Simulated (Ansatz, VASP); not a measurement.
# TaN: VASP beside Ansatz

The input INCAR:

```
SYSTEM = TaN
PREC     = Accurate       ! precision mode
ENCUT    = 520            ! plane-wave cutoff, eV
EDIFF    = 1E-8           ! SCF threshold, eV
ISMEAR   = -1             ! smearing method
SIGMA    = 0.02           ! smearing width, eV
LREAL    = .False.        ! projectors in reciprocal space
LASPH    = .True.         ! aspherical terms in the spheres
NELM     = 80             ! most SCF steps
ALGO     = Normal         ! electronic algorithm
ISIF     = 2              ! what is computed and relaxed
LWAVE    = .False.        ! write WAVECAR
LCHARG   = .False.        ! write CHGCAR
GGA      = CA             ! functional
LEFG     = .True.       
NBANDS   = 15             ! bands
```

File KPOINTS:

```
Automatic mesh
0
Gamma
  12 12 10
  0 0 0
```

Contents of POSCAR:

```
TaN
1.0
    2.8982913036      0.0000000000      0.0000000000
   -1.4491456518      2.5099938965      0.0000000000
    0.0000000000      0.0000000000      2.8440357641
Ta N
1 1
Direct
    0.3333333333      0.6666666667      0.5000000000
    0.0000000000      0.0000000000      0.0000000000
```

Input for Ansatz:

```yaml
crystal:
  lattice:
    - [2.8982913036, 0.0, 0.0]
    - [-1.4491456518, 2.5099938965, 0.0]
    - [0.0, 0.0, 2.8440357641]
  atoms:
    - { symbol: Ta, position: [0.3333333333, 0.6666666667, 0.5] }
    - { symbol: "N", position: [0.0, 0.0, 0.0] }
kpoints:
  mp_grid: { grid: [12, 12, 10] }
scf:
  occupations: { method: fermi_dirac, width: 0.02 }
hamiltonian:
  xc: lda
  pseudopotentials: { kind: paw }
output:
  forces: true
  stress: true
  eigenvalues: true
  efg: { contact_densities: true }
  write_density: true
  write_potential: true
  elf: true
  volumetric_format: npy
```

Change from the starting cell: volume scaled by 0.96, PAW files.

Alike in both runs: task electric field gradients; functional LDA; k mesh 12 × 12 × 10; occupations fermi-dirac, width 0.02 eV; no spin polarisation.

```csv
,VASP,Ansatz
version,VASP 6.6.1,Ansatz 0.2.0
potentials or method,"VASP PAW LDA potentials, release 64 (Ta_pv, N)","PAW with Ansatz's default frozen-core files, scalar-relativistic"
plane-wave cutoff (eV),520,420
valence electrons in the cell,16,18
```

```csv
,VASP,Ansatz,Ansatz less VASP
pressure (GPa),5.3,3.2,-2.08
"traceless stress, the component that is largest in VASP (GPa)",0.30,0.13,-0.166
size of Vzz on the site where it differs most (V/Å²),12.1,44.8,+32.62
```

LDA's correlation is that of Perdew and Zunger in VASP and of Perdew and Wang (1992) in Ansatz. VASP's potentials hold 16 valence electrons a cell and Ansatz's 18, so a difference there can come from the potentials and not from the codes.

Neither program's run includes spin-orbit coupling.
